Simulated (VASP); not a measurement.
## Cu3N: single point with PBE

Cu3N:

```
Cu N
1.0
     3.75047    0.00000    0.00000
     0.00000    3.75047    0.00000
     0.00000    0.00000    3.75047
Cu N
3 1
Direct
  0.50000 0.00000 0.00000
  0.00000 0.50000 0.00000
  0.00000 0.00000 0.50000
  0.00000 0.00000 0.00000
```

This cell differs from its parent crystal: equal strain along all axes, cell held: -2.0 %.

```yaml
Program: VASP 6.6.1
Task: single point
Functional: PBE
Potentials_or_basis: VASP PAW PBE potentials, release 64 (Cu, N)
Cutoff: 600 eV
k_mesh: 10 × 10 × 10
Occupations: gaussian, width 0.01 eV
Spin: no spin polarisation
```

```
Pressure               : 9.0 GPa
Band gap on the k mesh : 0.04 eV (least direct gap 0.59 eV)
```

Levels at points of the mesh, in eV from the valence-band top:
```
           k point  band 17  band 18  band 19  band 20  band 21  band 22
(0.00, 0.00, 0.00)    -1.96    -1.96    -1.91     1.14     5.49     5.49
(0.50, 0.00, 0.00)    -1.96    -1.52    -1.52     1.71     3.38     7.10
(0.50, 0.50, 0.00)    -1.15    -1.15    -0.75     0.04     3.78     4.95
(0.50, 0.50, 0.50)     0.00     0.00     0.00     0.65     0.65     0.65
```

Wall time 53 s on 1 thread of AMD EPYC 9R45 96-Core Processor (Zen 5), with other jobs on the host, peak memory 0.19 GiB.

Caveat: the cell differs from its parent crystal (equal strain along all axes, cell held: -2.0 %); the cell stands under pressure. A k mesh can miss the band edges.
